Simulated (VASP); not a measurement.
# Fe (Fm-3m) in VASP: notebook, part 2 of 2

VASP 6.6.1. Earlier steps stand in the parts before.

## Step 4: Single point, PBE, collinear spin, ferromagnetic start

File INCAR:

```
SYSTEM = Fe
PREC     = Accurate       ! precision mode
ENCUT    = 520            ! plane-wave cutoff, eV
EDIFF    = 1E-6           ! SCF threshold, eV
ISMEAR   = -1             ! smearing method
SIGMA    = 0.1            ! smearing width, eV
LREAL    = .FALSE.        ! projectors in reciprocal space
LASPH    = .TRUE.         ! aspherical terms in the spheres
NELM     = 150            ! most SCF steps
ALGO     = Normal         ! electronic algorithm
ISIF     = 2              ! what is computed and relaxed
LWAVE    = .FALSE.        ! write WAVECAR
LCHARG   = .FALSE.        ! write CHGCAR
ISPIN    = 2              ! spin polarisation
MAGMOM   = 0.66           ! initial moments
LORBIT   = 11             ! projections on sites
NUPDOWN  = 0.66           ! fixed moment
LMAXMIX  = 4              ! l up to which the mixer works
GGA      = PE             ! functional
NBANDS   = 14             ! bands
```

File KPOINTS:

```
Automatic mesh
0
G
  11 11 11
  0 0 0
```

File POSCAR:

```
Fe
1.0
    0.0000000000      1.7635000000      1.7635000000
    1.7635000000      0.0000000000      1.7635000000
    1.7635000000      1.7635000000      0.0000000000
Fe
1
Direct
    0.0000000000      0.0000000000      0.0000000000
```

Potentials or basis: VASP PAW PBE potentials, release 64 (Fe).

Launch:

```console
$ cat potpaw_PBE.64/Fe/POTCAR > POTCAR
$ mpirun -np 1 vasp_std > vasp.out
```

OUTCAR:

```text
SYSTEM = Fe
   PREC = Accurate
   ENCUT = 520
   EDIFF = 1E-6
   ISMEAR = -1
   LREAL = .FALSE.
   LASPH = .TRUE.
   NELM = 150
   ISIF = 2
   ISPIN = 2
   LORBIT = 11
   NUPDOWN = 0.66
   GGA = PE

 ion  position               nearest neighbor table
   1  0.000  0.000  0.000-

  LATTYP: Found a face centered cubic cell.
 ALAT       =     3.5270000000

  Lattice vectors:

 A1 = (   0.0000000000,   1.7635000000,   1.7635000000)
 A2 = (   1.7635000000,   0.0000000000,   1.7635000000)
 A3 = (   1.7635000000,   1.7635000000,   0.0000000000)

Analysis of symmetry for initial positions (statically):
=====================================================================
 Subroutine PRICEL returns:
 Original cell was already a primitive cell.

 Routine SETGRP: Setting up the symmetry group for a
 face centered cubic supercell.

 Subroutine GETGRP returns: Found 48 space group operations
 (whereof 48 operations were pure point group operations)
 out of a pool of 48 trial point group operations.

The static configuration has the point symmetry O_h .

Analysis of symmetry for dynamics (positions and initial velocities):
[... 600 lines left out ...]
      8      33.9061      0.00000
      9      33.9061      0.00000
     10      33.9061      0.00000
     11      37.0814      0.00000
     12      37.0814      0.00000
     13      37.0815      0.00000
     14      38.7372      0.00000
[... 379 lines left out ...]
      3       4.9877      0.99999
      4       5.6382      0.99586
      5       5.9767      0.89076
      6       7.4501      0.00000
      7      22.5697      0.00000
      8      23.2096      0.00000
      9      32.1375      0.00000
     10      33.7897      0.00000
     11      34.7954      0.00000
     12      38.3256      0.00000
     13      40.4376      0.00000
     14      45.3991      0.00000

 [... further k-points ...]
[... 5 lines left out ...]
  --------------------------------------------------------------------------------------
  -------------------------------------------------------------------------------------
  Total       -0.8915291     -0.8915291     -0.8915291     -0.0000000     -0.0000000      0.0000000
  in kB     -130.2236041   -130.2236041   -130.2236041     -0.0000000     -0.0000000      0.0000000
  external PRESSURE =    -130.2236041 kB  Pullay stress =       0.0000000 kB

 VOLUME and BASIS-vectors are now :
 -----------------------------------------------------------------------------
  energy-cutoff  :      520.00
  volume of cell :       10.97
      direct lattice vectors                 reciprocal lattice vectors
     0.000000000  1.763500000  1.763500000    -0.283527077  0.283527077  0.283527077
     1.763500000  0.000000000  1.763500000     0.283527077 -0.283527077  0.283527077
     1.763500000  1.763500000  0.000000000     0.283527077  0.283527077 -0.283527077

 POSITION                                       TOTAL-FORCE (eV/Angst)
 -----------------------------------------------------------------------------------
      0.00000      0.00000      0.00000        -0.000000     -0.000000      0.000000
 -----------------------------------------------------------------------------------
    total drift:                                0.000000      0.000000      0.000000

  FREE ENERGIE OF THE ION-ELECTRON SYSTEM (eV)
  ---------------------------------------------------
  free  energy   TOTEN  =        -8.0889428190 eV

  energy  without entropy=       -8.0303245089  energy(sigma->0) =       -8.05963366

 total charge

# of ion       s       p       d       tot
------------------------------------------
    1        0.502   0.565   6.269   7.335

 magnetization (x)

# of ion       s       p       d       tot
------------------------------------------
    1       -0.003  -0.014   0.672   0.656
```

OSZICAR:

```text
N       E                     dE             d eps       ncg     rms          rms(c)
DAV:   1     0.211973544344E+02    0.21197E+02   -0.38913E+03  3452   0.693E+02
DAV:   2    -0.871465003702E+01   -0.29912E+02   -0.27811E+02  3442   0.130E+02
DAV:   3    -0.962301094322E+01   -0.90836E+00   -0.89824E+00  3778   0.232E+01
DAV:   4    -0.962579295379E+01   -0.27820E-02   -0.27817E-02  3604   0.118E+00
DAV:   5    -0.962580490648E+01   -0.11953E-04   -0.11952E-04  3826   0.791E-02    0.115E+01
DAV:   6    -0.824972393586E+01    0.13761E+01   -0.12837E+01  3940   0.415E+01    0.318E+00
DAV:   7    -0.810646992400E+01    0.14325E+00   -0.93358E-01  3790   0.108E+01    0.140E+00
DAV:   8    -0.809567231591E+01    0.10798E-01   -0.10558E-02  4192   0.723E-01    0.571E-01
DAV:   9    -0.809019686513E+01    0.54755E-02   -0.39473E-03  4410   0.356E-01    0.217E-01
DAV:  10    -0.808893040571E+01    0.12665E-02   -0.94571E-04  3870   0.162E-01    0.384E-02
DAV:  11    -0.808894274339E+01   -0.12338E-04   -0.11673E-04  3970   0.690E-02    0.199E-02
DAV:  12    -0.808894281905E+01   -0.75663E-07   -0.43290E-06  3526   0.138E-02
   1 F= -.80889428E+01 E0= -.80596337E+01  d E =-.586183E-01  mag=     0.6600
```

stdout:

```text
POSCAR found type information on POSCAR Fe
 POSCAR found :  1 types and       1 ions
 scaLAPACK will be used
 LDA part: xc-table for (Slater+PW92), standard interpolation
 POSCAR, INCAR and KPOINTS ok, starting setup
 FFT: planning ... GRIDC
 FFT: planning ... GRID_SOFT
 FFT: planning ... GRID
 WAVECAR not read
 entering main loop
```

It took 25 s on 1 thread of Intel Xeon 8259CL, shared host; peak memory 0.14 GiB.

What came out:

```yaml
Free_energy: -8.0889 eV
Pressure: -13.0 GPa
Net_moment: 0.66 μB per cell
Site_moments: Fe +0.66 μB
Valence_electrons_inside_the_program's_atomic_spheres: Fe 7.33
```

Caveat: the total moment is fixed, so each spin has its own Fermi level.

## Step 5: Single point, PBE, collinear spin, ferromagnetic start

File INCAR:

```
ALGO = Normal ; EDIFF = 1E-6
ENCUT = 520 ; GGA = PE
ISIF = 2 ; ISMEAR = -1
ISPIN = 2 ; LASPH = True
LCHARG = False ; LMAXMIX = 4
LORBIT = 11 ; LREAL = False
LWAVE = False ; MAGMOM = 1.32
NBANDS = 14 ; NELM = 150
NUPDOWN = 1.32 ; PREC = Accurate
SIGMA = 0.1
```

File KPOINTS:

```
k-points
0
Gamma
  11 11 11
```

POSCAR is that of step 4.

Potentials or basis: VASP PAW PBE potentials, release 64 (Fe).

Launch:

```console
$ cat potpaw_PBE.64/Fe/POTCAR > POTCAR
$ mpirun -np 1 vasp_std > vasp.out
```

OUTCAR:

```text
EDIFF = 1E-6
   ENCUT = 520
   GGA = PE
   ISIF = 2
   ISMEAR = -1
   ISPIN = 2
   LASPH = True
   LORBIT = 11
   LREAL = False
   NELM = 150
   NUPDOWN = 1.32
   PREC = Accurate

 ion  position               nearest neighbor table
   1  0.000  0.000  0.000-

  LATTYP: Found a face centered cubic cell.
 ALAT       =     3.5270000000

  Lattice vectors:

 A1 = (   0.0000000000,   1.7635000000,   1.7635000000)
 A2 = (   1.7635000000,   0.0000000000,   1.7635000000)
 A3 = (   1.7635000000,   1.7635000000,   0.0000000000)

Analysis of symmetry for initial positions (statically):
=====================================================================
 Subroutine PRICEL returns:
 Original cell was already a primitive cell.

 Routine SETGRP: Setting up the symmetry group for a
 face centered cubic supercell.

 Subroutine GETGRP returns: Found 48 space group operations
 (whereof 48 operations were pure point group operations)
 out of a pool of 48 trial point group operations.

The static configuration has the point symmetry O_h .

Analysis of symmetry for dynamics (positions and initial velocities):
[... 598 lines left out ...]
      6       7.0806      0.00008
      7      28.6877      0.00000
      8      33.9627      0.00000
      9      33.9627      0.00000
     10      33.9627      0.00000
     11      37.2157      0.00000
     12      37.2157      0.00000
     13      37.2158      0.00000
     14      38.6406      0.00000
[... 379 lines left out ...]
      3       5.3775      0.99951
      4       6.0453      0.71888
      5       6.4362      0.04880
      6       7.9102      0.00000
      7      22.7236      0.00000
      8      23.3161      0.00000
      9      32.1660      0.00000
     10      33.9024      0.00000
     11      34.8092      0.00000
     12      38.4336      0.00000
     13      40.6092      0.00000
     14      45.5245      0.00000

 [... further k-points ...]
[... 5 lines left out ...]
  --------------------------------------------------------------------------------------
  -------------------------------------------------------------------------------------
  Total       -0.3606263     -0.3606263     -0.3606263      0.0000000     -0.0000000      0.0000000
  in kB      -52.6758533    -52.6758533    -52.6758533      0.0000000     -0.0000000      0.0000000
  external PRESSURE =     -52.6758533 kB  Pullay stress =       0.0000000 kB

 VOLUME and BASIS-vectors are now :
 -----------------------------------------------------------------------------
  energy-cutoff  :      520.00
  volume of cell :       10.97
      direct lattice vectors                 reciprocal lattice vectors
     0.000000000  1.763500000  1.763500000    -0.283527077  0.283527077  0.283527077
     1.763500000  0.000000000  1.763500000     0.283527077 -0.283527077  0.283527077
     1.763500000  1.763500000  0.000000000     0.283527077  0.283527077 -0.283527077

 POSITION                                       TOTAL-FORCE (eV/Angst)
 -----------------------------------------------------------------------------------
      0.00000      0.00000      0.00000        -0.000000     -0.000000      0.000000
 -----------------------------------------------------------------------------------
    total drift:                                0.000000      0.000000      0.000000

  FREE ENERGIE OF THE ION-ELECTRON SYSTEM (eV)
  ---------------------------------------------------
  free  energy   TOTEN  =        -8.1084789595 eV

  energy  without entropy=       -8.0521914668  energy(sigma->0) =       -8.08033521

 total charge

# of ion       s       p       d       tot
------------------------------------------
    1        0.504   0.568   6.266   7.339

 magnetization (x)

# of ion       s       p       d       tot
------------------------------------------
    1       -0.009  -0.025   1.344   1.310
```

OSZICAR:

```text
N       E                     dE             d eps       ncg     rms          rms(c)
DAV:   1     0.218065668987E+02    0.21807E+02   -0.38928E+03  3452   0.695E+02
DAV:   2    -0.854567607117E+01   -0.30352E+02   -0.28275E+02  3442   0.131E+02
DAV:   3    -0.945032742286E+01   -0.90465E+00   -0.89382E+00  3772   0.232E+01
DAV:   4    -0.945310327055E+01   -0.27758E-02   -0.27756E-02  3634   0.117E+00
DAV:   5    -0.945311542912E+01   -0.12159E-04   -0.12158E-04  3814   0.794E-02    0.117E+01
DAV:   6    -0.825523964099E+01    0.11979E+01   -0.12225E+01  3946   0.400E+01    0.405E+00
DAV:   7    -0.812660788811E+01    0.12863E+00   -0.84508E-01  3784   0.102E+01    0.236E+00
DAV:   8    -0.811658680246E+01    0.10021E-01   -0.67576E-03  4038   0.600E-01    0.807E-01
DAV:   9    -0.810931478283E+01    0.72720E-02   -0.50595E-03  4370   0.436E-01    0.220E-01
DAV:  10    -0.810846679529E+01    0.84799E-03   -0.37708E-04  3630   0.131E-01    0.408E-02
DAV:  11    -0.810847821818E+01   -0.11423E-04   -0.16397E-05  3760   0.403E-02    0.284E-02
DAV:  12    -0.810847895954E+01   -0.74136E-06   -0.15183E-06  3622   0.136E-02
   1 F= -.81084790E+01 E0= -.80803352E+01  d E =-.562875E-01  mag=     1.3200
```

stdout:

```text
POSCAR found type information on POSCAR Fe
 POSCAR found :  1 types and       1 ions
 scaLAPACK will be used
 LDA part: xc-table for (Slater+PW92), standard interpolation
 POSCAR, INCAR and KPOINTS ok, starting setup
 FFT: planning ... GRIDC
 FFT: planning ... GRID_SOFT
 FFT: planning ... GRID
 WAVECAR not read
 entering main loop
```

Run time: 22 s. Hardware: 1 thread of Intel Xeon 8259CL, shared host; peak memory 0.14 GiB.

What came out:

| Quantity | Value |
| --- | --- |
| Free energy | -8.1085 eV |
| Pressure | -5.3 GPa |
| Net moment | 1.32 μB per cell |
| Site moments | Fe +1.31 μB |
| Valence electrons inside the program's atomic spheres | Fe 7.34 |

Caveat: the total moment is fixed, so each spin has its own Fermi level.

## Step 6: Single point, PBE, collinear spin, ferromagnetic start

File INCAR:

```
  PREC = Accurate
  ENCUT = 520
  EDIFF = 1E-7
  ISMEAR = -1
  SIGMA = 0.1
  LREAL = F
  LASPH = T
  NELM = 150
  ALGO = Normal
  ISIF = 2
  LWAVE = F
  LCHARG = F
  ISPIN = 2
  MAGMOM = 1.99
  LORBIT = 11
  NUPDOWN = 1.99
  LMAXMIX = 4
  GGA = PE
  NBANDS = 14
```

File KPOINTS:

```
regular mesh
0
Gamma
  11 11 11
```

POSCAR is that of step 5.

Potentials or basis: VASP PAW PBE potentials, release 64 (Fe).

Launch:

```console
$ cat potpaw_PBE.64/Fe/POTCAR > POTCAR
$ mpirun -np 1 vasp_std > vasp.out
```

It took 28 s on 1 thread of Intel Xeon 8259CL, shared host; peak memory 0.14 GiB.

Results (log left out):

```
Free energy                                           : -8.0801 eV
Pressure                                              : 7.5 GPa
Net moment                                            : 1.99 μB per cell
Site moments                                          : Fe +1.97 μB
Valence electrons inside the program's atomic spheres : Fe 7.34
```

Caveat: the total moment is fixed, so each spin has its own Fermi level.

## Step 7: The runs side by side

| spin | fixed moment (μB) | pressure (GPa) | moment (μB) |
| --- | --- | --- | --- |
| collinear, zero start | 0.0 | -16.1 | 0.00 |
| collinear, ferromagnetic start | - | -6.6 | 1.23 |
| collinear, ferromagnetic start | 0.66 | -13.0 | 0.66 |
| collinear, ferromagnetic start | 1.32 | -5.3 | 1.32 |
| collinear, ferromagnetic start | 1.99 | 7.5 | 1.99 |

Alike in all rows: task single point; level PBE; potentials or basis VASP PAW PBE potentials, release 64 (Fe); cell as given; k mesh 11 × 11 × 11; cutoff (eV) 520; smearing fermi-dirac 0.1 eV.

Caveats: the total moment is fixed, so each spin has its own Fermi level (some runs); the moment fell far below its start of 4 μB, so a state of higher moment may lie lower in energy (some runs).

Total energies depend on the potentials used, so only differences within one code and one set of settings carry meaning.
